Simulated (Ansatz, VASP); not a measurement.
**TePb: VASP beside Ansatz**

Contents of INCAR:

```
SYSTEM = TePb
ALGO     = Normal         ! electronic algorithm
EDIFF    = 1E-6           ! SCF threshold, eV
ENCUT    = 520            ! plane-wave cutoff, eV
GGA      = PE             ! functional
ISIF     = 2              ! what is computed and relaxed
ISMEAR   = -1             ! smearing method
LASPH    = .True.         ! aspherical terms in the spheres
LCHARG   = .True.         ! write CHGCAR
LELF     = .True.         ! ELF
LREAL    = .False.        ! projectors in reciprocal space
LVHAR    = .True.       
LWAVE    = .False.        ! write WAVECAR
NBANDS   = 17             ! bands
NELM     = 100            ! most SCF steps
PREC     = Accurate       ! precision mode
SIGMA    = 0.08           ! smearing width, eV
```

File KPOINTS:

```
k-points
0
Gamma
  11 11 11
  0 0 0
```

Contents of POSCAR:

```
TePb
1.0
    0.0000000000      3.2432570300      3.1947300000
    3.2432570300      0.0000000000      3.1947300000
    3.2432570300      3.2432570300      0.0000000000
Te Pb
1 1
Direct
    0.5000000000      0.5000000000      0.5000000000
    0.0000000000      0.0000000000      0.0000000000
```

Input for Ansatz:

```yaml
crystal:
  lattice:
    - [0.0, 3.24325703, 3.19473]
    - [3.24325703, 0.0, 3.19473]
    - [3.24325703, 3.24325703, 0.0]
  atoms:
    - { symbol: Te, position: [0.5, 0.5, 0.5] }
    - { symbol: Pb, position: [0.0, 0.0, 0.0] }
kpoints:
  mp_grid: { grid: [11, 11, 11] }
scf:
  occupations: { method: fermi_dirac, width: 0.08 }
hamiltonian:
  xc: pbe
  pseudopotentials: { kind: all_electron, lapw: { basis_error: 0.001 } }
output:
  forces: true
  stress: true
  eigenvalues: true
```

Change from the starting cell: z stretched by -1 % at fixed volume.

Alike in both runs: task single point; functional PBE; k mesh 11 × 11 × 11; occupations fermi-dirac, width 0.08 eV; no spin polarisation.

```csv
,VASP,Ansatz
version,VASP 6.6.1,Ansatz 0.2.0
potentials or method,"VASP PAW PBE potentials, release 64 (Te, Pb_d), cutoff 520 eV","all-electron LAPW, scalar-relativistic"
```

|  | VASP | Ansatz | Ansatz less VASP |
| --- | --- | --- | --- |
| pressure (GPa) | 2.3 | 2.3 | +0.07 |
| traceless stress, the component that is largest in VASP (GPa) | 1.29 | 1.29 | +0.001 |

Ansatz ran all-electron here, and VASP with PAW potentials.

Spin-orbit coupling is off throughout.
